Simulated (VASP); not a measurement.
Write the native input for VASP 6.6.1 that does the following.

| Item | Value |
| --- | --- |
| Task | single point |
| Functional | PBEsol |
| Potentials or basis | VASP PAW PBE potentials, release 64 (Bi_d, Te) |
| Cutoff | 520 eV |
| k mesh | 18 × 18 × 18 |
| Occupations | gaussian, width 0.15 eV |
| Spin | no spin polarisation |
| Dipole correction | no |
| Further INCAR settings | ALGO = Fast; EDIFF = 1e-06; NBANDS = 18 |

The structure of BiTe lies in POSCAR:

```
BiTe
1.0
    2.3992465521      1.3852056427      3.3229150656
   -2.3992465521      1.3852056427      3.3229150656
    0.0000000000     -2.7704112854      3.3229150656
Bi Te
1 1
Direct
    0.5000000000      0.5000000000      0.5000000000
    0.0000000000      0.0000000000      0.0000000000
```

This cell differs from its parent crystal: strain +0.0400 x Voigt [0, 0, 1, 0, 0, 0].

One way to write it, as run:

INCAR

```
ALGO = Fast
EDIFF = 1E-6
ENCUT = 520
GGA = PS
ISIF = 2
ISMEAR = 0
LASPH = True
LCHARG = False
LREAL = False
LWAVE = False
NBANDS = 18
NELM = 80
PREC = Accurate
SIGMA = 0.15
```

KPOINTS

```
k-points
0
Gamma
  18 18 18
```

Potentials or basis: VASP PAW PBE potentials, release 64 (Bi_d, Te).

Launch:

```sh
$ cat potpaw_PBE.64/Bi_d/POTCAR potpaw_PBE.64/Te/POTCAR > POTCAR
$ mpirun -np 1 vasp_std > vasp.out
```

Results of the run:

```yaml
Pressure: -1.6 GPa
Band_gap_on_the_k_mesh: zero (an odd number of electrons rules out a gap without spin polarisation)
```

Caveat: the cell differs from its parent crystal (strain +0.0400 x Voigt [0, 0, 1, 0, 0, 0]); the PAW data sets were made with another functional, which shifts forces and pressure a little; spin-orbit coupling is left out, which moves the levels of the heavy elements.

Run time: 6.6 min on 1 thread of Oxide Virtual Turin-like Processor, with other jobs on the host, peak memory 0.69 GiB.
